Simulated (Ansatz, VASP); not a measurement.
AlP: VASP beside Ansatz

INCAR

```
SYSTEM = AlP
PREC = Accurate ; ENCUT = 500
EDIFF = 1E-6 ; ISMEAR = 1
SIGMA = 0.05 ; LREAL = .False.
LASPH = .True. ; NELM = 120
ALGO = Normal ; ISIF = 2
LWAVE = .False. ; LCHARG = .False.
GGA = PS ; NBANDS = 11
GGA_COMPAT = .False.
```

Contents of KPOINTS:

```
Automatic mesh
0
Gamma
  6 6 6
  0 0 0
```

File POSCAR:

```
AlP
1.0
    0.0000000000      2.7392607939      2.7392607939
    2.7392607939      0.0000000000      2.7392607939
    2.7392607939      2.7392607939      0.0000000000
Al P
1 1
Direct
    0.0000000000      0.0000000000      0.0000000000
    0.2500000000      0.2500000000      0.2500000000
```

Input for Ansatz:

```yaml
crystal:
  lattice:
    - [0.0, 2.7392607939, 2.7392607939]
    - [2.7392607939, 0.0, 2.7392607939]
    - [2.7392607939, 2.7392607939, 0.0]
  atoms:
    - { symbol: Al, position: [0.0, 0.0, 0.0] }
    - { symbol: P, position: [0.25, 0.25, 0.25] }
kpoints:
  mp_grid: { grid: [6, 6, 6] }
hamiltonian:
  xc: pbesol
scf:
  occupations: { method: cold, width: 0.05 }
  n_extra_bands: 4
output:
  forces: true
  stress: true
  eigenvalues: true
```

Alike in both runs: task single point; functional PBEsol; k mesh 6 × 6 × 6; no spin polarisation.

|  | VASP | Ansatz |
| --- | --- | --- |
| version | VASP 6.6.1 | Ansatz 0.2.0 |
| potentials or method | VASP PAW PBE potentials, release 64 (Al, P) | plane waves |
| plane-wave cutoff (eV) | 500 | 420 |
| occupations | methfessel-paxton of order 1, width 0.05 eV | cold, width 0.05 eV |
| valence electrons in the cell | 8 | 8 |

VASP gave:

- gap on the k mesh at the Fermi level (eV): 1.45
- pressure (GPa): -0.3

Which values does Ansatz return?

gap on the k mesh at the Fermi level (eV): 1.46; pressure (GPa): -0.3.

VASP's potentials were made for PBE, not for PBEsol.
